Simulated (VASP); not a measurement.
A run of VASP 6.6.1 is set up as follows.

Contents of INCAR:

```
  PREC = Accurate
  ENCUT = 520
  EDIFF = 1E-7
  ISMEAR = -1
  SIGMA = 0.05
  LREAL = False
  LASPH = True
  NELM = 60
  ALGO = Normal
  ISIF = 2
  LWAVE = False
  LCHARG = True
  GGA = PE
  IVDW = 12
  LELF = True
  LVHAR = True
  NBANDS = 8
```

Contents of KPOINTS:

```
Automatic mesh
0
Gamma
  11 11 11
```

File POSCAR:

```
Li
1.0
   -1.6623763976      1.6623763976      1.6623763976
    1.6623763976     -1.6623763976      1.6623763976
    1.6623763976      1.6623763976     -1.6623763976
Li
1
Direct
    0.0000000000      0.0000000000      0.0000000000
```

Potentials or basis: VASP PAW PBE potentials, release 64 (Li_sv).

Command:

```console
$ cat potpaw_PBE.64/Li_sv/POTCAR > POTCAR
$ mpirun -np 1 vasp_std > vasp.out
```

What does it give for the dispersion energy per atom?

-0.186 eV.
